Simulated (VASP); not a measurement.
# AlCr2C (P6_3/mmc) in VASP: further runs

AlCr2C is run at these levels: PBEsol; tasks: single point, relaxation of cell and atoms.

Everything below comes from runs of VASP 6.6.1. Logs are shortened: lines on timing, memory, paths and dates and some standing lists are left out, and cuts for length are marked.

## 1. The cell of the first run

The structure is hexagonal, space group P6_3/mmc (No. 194). Conventional cell: a = 2.813 Å, b = 2.813 Å, c = 12.593 Å, α = 90.00°, β = 90.00°, γ = 120.00°. Within 3.6 Å of Al (site symmetry -6m2) lie 6 Cr at 2.64 Å and 6 Al at 2.81 Å and 6 C at 3.54 Å. Within 2.7 Å of Cr (site symmetry 3m) lie 3 C at 1.94 Å and 3 Al at 2.64 Å and 3 Cr at 2.67 Å. C (site symmetry -3m) has 6 Cr at 1.94 Å within 2.6 Å.

## 2. Single point, PBEsol

File INCAR:

```
PREC     = Accurate       # precision mode
ENCUT    = 520            # plane-wave cutoff, eV
EDIFF    = 1E-7           # SCF threshold, eV
ISMEAR   = 0              # smearing method
SIGMA    = 0.1            # smearing width, eV
LREAL    = False          # projectors in reciprocal space
LASPH    = True           # aspherical terms in the spheres
NELM     = 80             # most SCF steps
ALGO     = Normal         # electronic algorithm
ISIF     = 2              # what is computed and relaxed
LWAVE    = False          # write WAVECAR
LCHARG   = False          # write CHGCAR
GGA      = PS             # functional
NBANDS   = 41             # bands
```

File KPOINTS:

```
regular mesh
0
Gamma
  15 15 4
```

File POSCAR:

```
AlCr2C
1.0
    2.8130321194      0.0000000000      0.0000000000
   -1.4065160597      2.4361572771      0.0000000000
    0.0000000000      0.0000000000     12.5928574814
Al Cr C
2 4 2
Direct
    0.6666666667      0.3333333333      0.2500000000
    0.3333333333      0.6666666667      0.7500000000
    0.3333333333      0.6666666667      0.4157001892
    0.6666666667      0.3333333333      0.9157001892
    0.6666666667      0.3333333333      0.5842998108
    0.3333333333      0.6666666667      0.0842998108
    0.0000000000      0.0000000000      0.5000000000
    0.0000000000      0.0000000000      0.0000000000
```

Potentials or basis: VASP PAW PBE potentials, release 64 (Al, Cr_pv, C).

On the command line:

```sh
> cat potpaw_PBE.64/Al/POTCAR potpaw_PBE.64/Cr_pv/POTCAR potpaw_PBE.64/C/POTCAR > POTCAR
> mpirun -np 1 vasp_std > vasp.out
```

OUTCAR:

```text
PREC = Accurate
   ENCUT = 520
   EDIFF = 1E-7
   ISMEAR = 0
   LREAL = False
   LASPH = True
   NELM = 80
   ISIF = 2
   GGA = PS

 ion  position               nearest neighbor table
   1  0.667  0.333  0.250-   3 2.64   6 2.64   3 2.64   6 2.64   3 2.64   6 2.64
   2  0.333  0.667  0.750-   4 2.64   5 2.64   4 2.64   5 2.64   4 2.64   5 2.64
   3  0.333  0.667  0.416-   7 1.94   7 1.94   7 1.94   1 2.64   1 2.64   1 2.64   5 2.67   5 2.67
                             5 2.67
   4  0.667  0.333  0.916-   8 1.94   8 1.94   8 1.94   2 2.64   2 2.64   2 2.64   6 2.67   6 2.67
                             6 2.67
   5  0.667  0.333  0.584-   7 1.94   7 1.94   7 1.94   2 2.64   2 2.64   2 2.64   3 2.67   3 2.67
                             3 2.67
   6  0.333  0.667  0.084-   8 1.94   8 1.94   8 1.94   1 2.64   1 2.64   1 2.64   4 2.67   4 2.67
                             4 2.67
   7  0.000  0.000  0.500-   3 1.94   5 1.94   5 1.94   3 1.94   5 1.94   3 1.94
   8  0.000  0.000  0.000-   4 1.94   6 1.94   4 1.94   6 1.94   4 1.94   6 1.94

  LATTYP: Found a hexagonal cell.
 ALAT       =     2.8130321194
 C/A-ratio  =     4.4766134715

  Lattice vectors:

 A1 = (   2.8130321194,   0.0000000000,   0.0000000000)
 A2 = (  -1.4065160597,   2.4361572771,   0.0000000000)
 A3 = (   0.0000000000,   0.0000000000,  12.5928574814)

Analysis of symmetry for initial positions (statically):
=====================================================================
 Subroutine PRICEL returns:
 Original cell was already a primitive cell.

 Routine SETGRP: Setting up the symmetry group for a
 hexagonal supercell.

 Subroutine GETGRP returns: Found 24 space group operations
 (whereof 12 operations were pure point group operations)
 out of a pool of 24 trial point group operations.

The static configuration has the point symmetry D_3d.
 The point group associated with its full space group is D_6h.

Analysis of symmetry for dynamics (positions and initial velocities):
=====================================================================
 Subroutine PRICEL returns:
 Original cell was already a primitive cell.

 Routine SETGRP: Setting up the symmetry group for a
 hexagonal supercell.

 Subroutine GETGRP returns: Found 24 space group operations
 (whereof 12 operations were pure point group operations)
 out of a pool of 24 trial point group operations.

The dynamic configuration has the point symmetry D_3d.
 The point group associated with its full space group is D_6h.

 Subroutine INISYM returns: Found 24 space group operations
 (whereof 12 operations are pure point group operations),
 and found     1 'primitive' translations

----------------------------------------------------------------------------------------

                                     Primitive cell

  volume of cell :      86.2987

  direct lattice vectors                    reciprocal lattice vectors
     2.813032119  0.000000000  0.000000000     0.355488298  0.205241264  0.000000000
    -1.406516060  2.436157277  0.000000000     0.000000000  0.410482529  0.000000000
     0.000000000  0.000000000 12.592857481     0.000000000  0.000000000  0.079410094

  length of vectors
     2.813032119  2.813032119 12.592857481     0.410482529  0.410482529  0.079410094

  position of ions in fractional coordinates (direct lattice)
     0.666666667  0.333333333  0.250000000
     0.333333333  0.666666667  0.750000000
     0.333333333  0.666666667  0.415700189
     0.666666667  0.333333333  0.915700189
     0.666666667  0.333333333  0.584299811
     0.333333333  0.666666667  0.084299811
     0.000000000  0.000000000  0.500000000
     0.000000000  0.000000000  0.000000000

  ion indices of the primitive-cell ions
   primitive index   ion index
                 1           1
                 2           2
                 3           3
                 4           4
                 5           5
                 6           6
                 7           7
                 8           8

----------------------------------------------------------------------------------------

 KPOINTS: regular mesh

Automatic generation of k-mesh.
 Grid dimensions read from file:
 generate k-points for:   15   15    4

 Generating k-lattice:

  Cartesian coordinates                     Fractional coordinates (reciprocal lattice)
     0.023699220  0.013682751  0.000000000     0.066666667  0.000000000  0.000000000
     0.000000000  0.027365502  0.000000000     0.000000000  0.066666667  0.000000000
     0.000000000  0.000000000  0.019852524     0.000000000  0.000000000  0.250000000

  Length of vectors
     0.027365502  0.027365502  0.019852524

  Shift w.r.t. Gamma in fractional coordinates (k-lattice)
     0.000000000  0.000000000  0.000000000

 Subroutine IBZKPT returns following result:
 ===========================================

 Found     81 irreducible k-points:

 Following reciprocal coordinates:
            Coordinates               Weight
  0.000000  0.000000  0.000000      1.000000
  0.066667  0.000000  0.000000      6.000000
  0.133333  0.000000  0.000000      6.000000
  0.200000 -0.000000  0.000000      6.000000
  0.266667  0.000000  0.000000      6.000000
  0.333333  0.000000  0.000000      6.000000
[... 16 lines left out ...]
  0.333333  0.200000  0.000000     12.000000
  0.400000  0.200000  0.000000      6.000000
 [... further k-points ...]
   k-points           NKPTS =     81   k-points in BZ     NKDIM =     81   number of bands    NBANDS=     41
   number of dos      NEDOS =    301   number of ions     NIONS =      8
   total plane-waves  NPLWV =  55296
   dimension x,y,z NGX =    24 NGY =   24 NGZ =   96
   dimension x,y,z NGXF=    48 NGYF=   48 NGZF=  192
   ions per type =               2   4   2
   NGX,Y,Z   is equivalent  to a cutoff of  14.18, 14.18, 12.67 a.u.
   NGXF,Y,Z  is equivalent  to a cutoff of  28.37, 28.37, 25.35 a.u.
 SYSTEM =  unknown system
   PREC   = accura    normal or accurate (medium, high low for compatibility)
   ISTART =      0    job   : 0-new  1-cont  2-samecut
   ICHARG =      2    charge: 1-file 2-atom 10-const
   ISPIN  =      1    spin polarized calculation?
   LNONCOLLINEAR =      F non collinear calculations
   LSORBIT =      F    spin-orbit coupling
   LASPH  =      T    aspherical Exc in radial PAW
   ENCUT  =  520.0 eV  38.22 Ry    6.18 a.u.   5.23  5.23 23.41*2*pi/ulx,y,z
   NELM   =     80;   NELMIN=  2; NELMDL= -5     # of ELM steps
   EDIFF  = 0.1E-06   stopping-criterion for ELM
   LREAL  =      F    real-space projection
   EDIFFG = 0.1E-05   stopping-criterion for IOM
   NSW    =      0    number of steps for IOM
   IBRION =     -1    ionic relax: 0-MD 1-quasi-New 2-CG
   NFREE  =      0    steps in history (QN), initial steepest desc. (CG)
   ISIF   =      2    stress and relaxation
   ISYM   =      2    0-nonsym 1-usesym 2-fastsym
   POTIM  = 0.5000    time-step for ionic-motion
   TEBEG  =    0.0;   TEEND  =   0.0 temperature during run
   PSTRESS=    0.0 pullay stress
   NELECT =      62.0000    total number of electrons
   NUPDOWN=      -1.0000    fix difference up-down
   EMIN   =  10.00;   EMAX   =-10.00  energy-range for DOS
   EFERMI =   0.00;   METHOD = LEGACY
   ISMEAR =     0;   SIGMA  =   0.10  broadening in eV -4-tet -1-fermi 0-gaus
   EFERMI_NEDOS =   21; number of points for ismear=-14 and -15
   IALGO  =     38    algorithm
   IMIX   =      4    mixing-type and parameters
     AMIX     =   0.40;   BMIX     =  1.00
     AMIX_MAG =   1.60;   BMIX_MAG =  1.00
  volume/ion in A,a.u.               =      10.79        72.80
  Fermi-wavevector in a.u.,A,eV,Ry     =   1.466236  2.770785 29.250469  2.149849
  Thomas-Fermi vector in A             =   2.581998
   LORBIT       =      0    0 simple, 1 ext, 2 COOP (PROOUT), +10 PAW based schemes
   GGA     = PS    functional components
   LHFCALC =     F    Hartree Fock is set to
   AEXX    =    0.0000 exact exchange contribution
   IVDW    =     0    specifies the selected vdW correction
   LEPSILON=     F    determine dielectric tensor
   LRPA    =     F    only Hartree local field effects (RPA)
 non-spin polarized calculation
 Gauss-broadening in eV      SIGMA  =   0.10
  energy-cutoff  :      520.00
  volume of cell :       86.30
 maximum number of plane-waves:      2347
 NGX is ok and might be reduce to    24
   NGX = 11   NGY = 11   NGZ = 47

 number of electron      61.9999992 magnetization

 Free energy of the ion-electron system (eV)
  ---------------------------------------------------
  ext. energy  EPLUGINS =         0.00000000
  ---------------------------------------------------
  free energy    TOTEN  =       -70.27294088 eV

  energy without entropy =      -70.24124804  energy(sigma->0) =      -70.25709446

 E-fermi :  10.1976     XC(G=0): -12.7215

 val. band max:       10.1971050239   @ k =   0.2000   0.0667   0.0000
 cond. band min:      10.1982412769   @ k =   0.4000   0.0667   0.5000
 fundamental gap:      0.0011362530
 Fermi energy:        10.1976075690

 k-point     1 :       0.0000    0.0000    0.0000
  band No.  band energies     occupation
      1     -33.0815      2.00000
      2     -33.0799      2.00000
      3     -32.8344      2.00000
      4     -32.8344      2.00000
      5     -32.8344      2.00000
      6     -32.8344      2.00000
[... 33 lines left out ...]
     40      13.6939      0.00000
     41      15.3364      0.00000

 k-point     2 :       0.0667    0.0000    0.0000
  band No.  band energies     occupation
      1     -33.0784      2.00000
      2     -33.0769      2.00000
      3     -32.8511      2.00000
      4     -32.8510      2.00000
      5     -32.8393      2.00000
      6     -32.8392      2.00000
[... 957 lines left out ...]
     40      12.8844      0.00000
     41      13.3389      0.00000

 k-point    24 :       0.4000    0.2000    0.0000
  band No.  band energies     occupation
      1     -33.1407      2.00000
      2     -33.1405      2.00000
      3     -33.0916      2.00000
      4     -33.0914      2.00000
      5     -33.0043      2.00000
      6     -33.0041      2.00000
[... 33 lines left out ...]
     40      12.8127      0.00000
     41      13.4754      0.00000

 [... further k-points ...]

------------------------ aborting loop because EDIFF is reached ----------------------------------------

  FORCE on cell =-STRESS in cart. coord.  units (eV):
  Direction    XX          YY          ZZ          XY          YZ          ZX
  --------------------------------------------------------------------------------------
  -------------------------------------------------------------------------------------
  Total        0.0980729      0.0980729      0.0183967      0.0000000      0.0000000      0.0000000
  in kB        1.8207701      1.8207701      0.3415442      0.0000000      0.0000000      0.0000000
  external PRESSURE =       1.3276948 kB  Pullay stress =       0.0000000 kB

 VOLUME and BASIS-vectors are now :
 -----------------------------------------------------------------------------
  energy-cutoff  :      520.00
  volume of cell :       86.30
      direct lattice vectors                 reciprocal lattice vectors
     2.813032119  0.000000000  0.000000000     0.355488298  0.205241264  0.000000000
    -1.406516060  2.436157277  0.000000000     0.000000000  0.410482529  0.000000000
     0.000000000  0.000000000 12.592857481     0.000000000  0.000000000  0.079410094

 POSITION                                       TOTAL-FORCE (eV/Angst)
 -----------------------------------------------------------------------------------
      1.40652      0.81205      3.14821         0.000000      0.000000     -0.000000
     -0.00000      1.62410      9.44464        -0.000000      0.000000     -0.000000
     -0.00000      1.62410      5.23485        -0.000000     -0.000000     -0.031199
      1.40652      0.81205     11.53128        -0.000000      0.000000     -0.031199
      1.40652      0.81205      7.35800         0.000000     -0.000000      0.031199
     -0.00000      1.62410      1.06158         0.000000      0.000000      0.031199
      0.00000      0.00000      6.29643        -0.000000      0.000000     -0.000000
      0.00000      0.00000      0.00000        -0.000000      0.000000     -0.000000
 -----------------------------------------------------------------------------------
    total drift:                               -0.000000      0.000000     -0.000000

  FREE ENERGIE OF THE ION-ELECTRON SYSTEM (eV)
  ---------------------------------------------------
  free  energy   TOTEN  =       -70.2729408776 eV

  energy  without entropy=      -70.2412480424  energy(sigma->0) =      -70.25709446
```

Run time: 13 min. Hardware: 1 thread of Intel Xeon 8259CL, shared host; peak memory 0.38 GiB.

Results:

```yaml
Free_energy: -70.2729 eV
Pressure: 0.1 GPa
Largest_force: 0.031 eV/Å
Band_gap_on_the_k_mesh: zero (bands 31 and 32 overlap by 0.86 eV)
```

Forces on the atoms (eV/Å):
```
Al   0.000  0.000  0.000
Al   0.000  0.000  0.000
Cr   0.000  0.000 -0.031
Cr   0.000  0.000 -0.031
Cr   0.000  0.000  0.031
Cr   0.000  0.000  0.031
C    0.000  0.000  0.000
C    0.000  0.000  0.000
```

Stress tensor (GPa, compression positive):
```
0.18 0.00 0.00
0.00 0.18 0.00
0.00 0.00 0.03
```

Levels at points of the mesh, in eV from the Fermi level:
```csv
k point,band 28,band 29,band 30,band 31,band 32,band 33,band 34,band 35
"(0.00, 0.00, 0.00)",-1.12,-1.11,-1.11,-0.22,-0.22,-0.19,-0.19,0.62
"(0.00, 0.00, 0.50)",-1.12,-1.12,-1.12,-0.21,-0.21,-0.21,-0.21,0.64
```

Caveat: the PAW data sets were made with another functional, which shifts forces and pressure a little; the run has no spin polarisation, though such a crystal can be magnetic.

## 3. Relaxation of cell and atoms, PBEsol

This run uses another cell than the first one, of 10.89 Å³/atom.

File INCAR:

```
PREC     = Accurate       # precision mode
ENCUT    = 600            # plane-wave cutoff, eV
EDIFF    = 1E-6           # SCF threshold, eV
ISMEAR   = 0              # smearing method
SIGMA    = 0.1            # smearing width, eV
LREAL    = F              # projectors in reciprocal space
LASPH    = T              # aspherical terms in the spheres
NELM     = 100            # most SCF steps
ALGO     = Normal         # electronic algorithm
ISIF     = 3              # what is computed and relaxed
LWAVE    = F              # write WAVECAR
LCHARG   = F              # write CHGCAR
GGA      = PS             # functional
IBRION   = 2              # ionic algorithm
NSW      = 100            # ionic steps
EDIFFG   = -0.002         # ionic threshold
LUSENCCL = F
```

File KPOINTS:

```
Automatic mesh
0
Gamma
  15 15 4
```

File POSCAR:

```
AlCr2C
1.0
    2.8251010646      0.0000000000      0.0000000000
   -1.4125505323      2.4466092902      0.0000000000
    0.0000000000      0.0000000000     12.6013736800
Al Cr C
2 4 2
Direct
    0.6666666700      0.3333333300      0.2500000000
    0.3333333300      0.6666666700      0.7500000000
    0.3333333300      0.6666666700      0.4149411600
    0.6666666700      0.3333333300      0.9149411600
    0.6666666700      0.3333333300      0.5850588400
    0.3333333300      0.6666666700      0.0850588400
    0.0000000000      0.0000000000      0.5000000000
    0.0000000000      0.0000000000      0.0000000000
```

Potentials or basis: VASP PAW PBE potentials, release 64 (Al, Cr_pv, C).

On the command line:

```sh
> cat potpaw_PBE.64/Al/POTCAR potpaw_PBE.64/Cr_pv/POTCAR potpaw_PBE.64/C/POTCAR > POTCAR
> mpirun -np 1 vasp_std > vasp.out
```

It took 26 min on 1 × NVIDIA H100 80GB with 1 thread of AMD EPYC 7R13 (Zen 3), shared host; peak memory 1.4 GiB.

Results (log left out):

```yaml
Free_energy: -70.2761 eV
Relaxed_volume: 10.78 Å³/atom
Relaxed_cell: a = 2.813 Å, b = 2.813 Å, c = 12.586 Å, α = 90.00°, β = 90.00°, γ = 120.00°
Space_group_after_relaxing_to_0.1_Å: P6_3/mmc (No. 194)
Energy_gained_by_relaxing: 1.6 meV/atom
Ionic_steps: 11
Pressure_after_relaxing: 0.0 GPa
Band_gap_on_the_k_mesh: zero (bands 31 and 32 overlap by 0.86 eV)
```

Step by step:
```csv
step,energy change (eV),largest force (eV/Å),pressure (GPa),volume (Å³)
1,0.0000,0.3088,-2.93,87.10
2,0.0204,0.4174,5.52,84.61
3,-0.0126,0.0442,0.18,86.14
4,-0.0126,0.0385,0.25,86.12
5,-0.0131,0.0022,0.06,86.23
6,-0.0132,0.0013,0.06,86.24
7,-0.0131,0.0130,0.02,86.28
8,-0.0132,0.0066,0.07,86.26
9,-0.0131,0.0092,-0.16,86.31
10,-0.0132,0.0007,0.02,86.27
11,-0.0132,0.0008,0.01,86.28
```

Final structure:
```xyz
8
Lattice="2.8134 0.0000 0.0000 -1.4067 2.4365 0.0000 0.0000 0.0000 12.5861" Properties=species:S:1:pos:R:3 pbc="T T T"
Al    1.4067    0.8122    3.1465
Al    0.0000    1.6243    9.4396
Cr    0.0000    1.6243    5.2308
Cr    1.4067    0.8122   11.5238
Cr    1.4067    0.8122    7.3553
Cr    0.0000    1.6243    1.0623
C     2.8134    0.0000    6.2931
C     2.8134    0.0000    0.0000
```

Levels at points of the mesh, in eV from the Fermi level:
| k point | band 28 | band 29 | band 30 | band 31 | band 32 | band 33 | band 34 | band 35 |
| --- | --- | --- | --- | --- | --- | --- | --- | --- |
| (0.00, 0.00, 0.00) | -1.12 | -1.11 | -1.11 | -0.22 | -0.22 | -0.19 | -0.19 | 0.61 |
| (0.00, 0.00, 0.50) | -1.12 | -1.12 | -1.12 | -0.21 | -0.21 | -0.21 | -0.21 | 0.64 |

Caveat: the PAW data sets were made with another functional, which shifts forces and pressure a little; the run has no spin polarisation, though such a crystal can be magnetic. Spin polarisation is off, so any magnetic state and its effect on volume and gap are missing.
